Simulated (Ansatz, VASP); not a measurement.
## Two plane-wave programs on Nb

```
CELL_PARAMETERS angstrom
-0.02115 2.11500 2.11500
2.09385 0.00000 2.09385
2.11500 2.11500 -0.02115
ATOMIC_POSITIONS crystal
Nb 0.00000 0.00000 0.00000
```

Change from the starting cell: strain -0.0200 x Voigt [0, 0, 0, 0, 1, 0], atoms carried along.

Alike in both runs: task single point; functional PBEsol; k mesh 20 × 20 × 20; occupations gaussian, width 0.15 eV; no spin polarisation.

|  | VASP | Ansatz |
| --- | --- | --- |
| version | VASP 6.6.1 | Ansatz 0.2.0 |
| potentials or method | VASP PAW PBE potentials, release 64 (Nb_sv), cutoff 520 eV | scalar-relativistic, plane waves, PAW |
| valence electrons in the cell | 13 | 13 |

```csv
,VASP,Ansatz,Ansatz less VASP
gap on the k mesh at the Fermi level (eV),none,none,-
pressure (GPa),-7.2,-6.9,+0.29
"traceless stress, the component that is largest in VASP (GPa)",-1.01,-1.04,-0.025
```

VASP's potentials were made for PBE, not for PBEsol. A gap of «none» marks a metal or a gap that the smearing closes.
